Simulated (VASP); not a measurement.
**SnTe: relaxation of cell and atoms with PBEsol**

Crystal: SnTe.

```xyz
2
Lattice="2.2602 1.3049 3.7720 -2.2602 1.3049 3.7720 0.0000 -2.6099 3.7720" Properties=species:S:1:pos:R:3 pbc="T T T"
Sn    0.0000    0.0000   11.3214
Te    0.0000    0.0000    5.8903
```

```
Program                : VASP 6.6.1
Task                   : relaxation of cell and atoms
Functional             : PBEsol
Potentials or basis    : VASP PAW PBE potentials, release 64 (Sn_d, Te)
Cutoff                 : 600 eV
k mesh                 : 6 × 6 × 6
Occupations            : fermi-dirac, width 0.02 eV
Spin                   : no spin polarisation
Dipole correction      : no
Further INCAR settings : ALGO = Normal; EDIFF = 1e-06; IBRION = 2; EDIFFG = -0.005; NSW = 80; ISIF = 3
```

```yaml
Relaxed_volume: 31.21 Å³/atom
Relaxed_cell: a = 4.459 Å, b = 4.459 Å, c = 4.459 Å, α = 59.81°, β = 59.81°, γ = 59.81°
Space_group_after_relaxing_to_0.05_Å: R3m (No. 160)
Energy_gained_by_relaxing: 16.4 meV/atom
Ionic_steps: 16
Pressure_after_relaxing: 0.0 GPa
Band_gap_on_the_k_mesh: 0.19 eV, direct
```

Step by step:
```
step  energy change (eV)  largest force (eV/Å)  pressure (GPa)  volume (Å³)
   1              0.0000                0.0256           -2.32        66.75
   2             -0.0260                0.1341            0.65        62.20
   3             -0.0278                0.0997            0.01        63.07
   4             -0.0278                0.0971           -0.05        63.15
   5             -0.0287                0.0855           -0.06        63.07
   6             -0.0308                0.0555           -0.02        62.84
   7             -0.0327                0.0146            0.09        62.38
   8             -0.0328                0.0096            0.10        62.29
   9             -0.0328                0.0054            0.13        62.20
  10             -0.0322                0.0118           -0.38        62.88
  11             -0.0329                0.0014            0.02        62.38
  12             -0.0329                0.0001           -0.02        62.40
  13             -0.0329                0.0012            0.01        62.38
  14             -0.0329                0.0004            0.03        62.39
  15             -0.0329                0.0008           -0.04        62.44
  16             -0.0329                0.0004           -0.01        62.42
```

Final structure:
```yaml
crystal:
  lattice:
    - [2.22299, 1.28345, 3.64608]
    - [-2.22299, 1.28345, 3.64608]
    - [0.00000, -2.56689, 3.64608]
  atoms:
    - { symbol: Sn, position: [0.00549, 0.00549, 0.00549] }
    - { symbol: Te, position: [0.51550, 0.51550, 0.51550] }
```

Levels at points of the mesh, in eV from the valence-band top:
| k point | band 6 | band 7 | band 8 | band 9 | band 10 | band 11 | band 12 | band 13 | band 14 |
| --- | --- | --- | --- | --- | --- | --- | --- | --- | --- |
| (0.00, 0.00, 0.00) | -12.77 | -4.61 | -2.06 | -2.06 | -2.06 | 3.32 | 3.40 | 3.40 | 4.84 |
| (0.50, 0.00, 0.00) | -11.47 | -8.29 | -1.77 | -1.75 | 0.00 | 0.19 | 0.47 | 0.49 | 7.76 |
| (0.50, 0.50, 0.00) | -11.17 | -6.46 | -5.48 | -3.67 | -3.67 | 2.13 | 5.02 | 5.07 | 6.47 |
| (0.50, 0.50, 0.50) | -11.50 | -8.27 | -1.73 | -1.73 | -0.12 | 0.38 | 0.47 | 0.47 | 7.67 |

Wall time 8.9 min on 1 thread of Intel(R) Xeon(R) Platinum 8488C (Sapphire Rapids), with other jobs on the host, peak memory 0.26 GiB.

Caveat: the PAW data sets were made with another functional, which shifts forces and pressure a little; spin-orbit coupling is left out, which moves the levels of the heavy elements. A k mesh can miss the band edges.
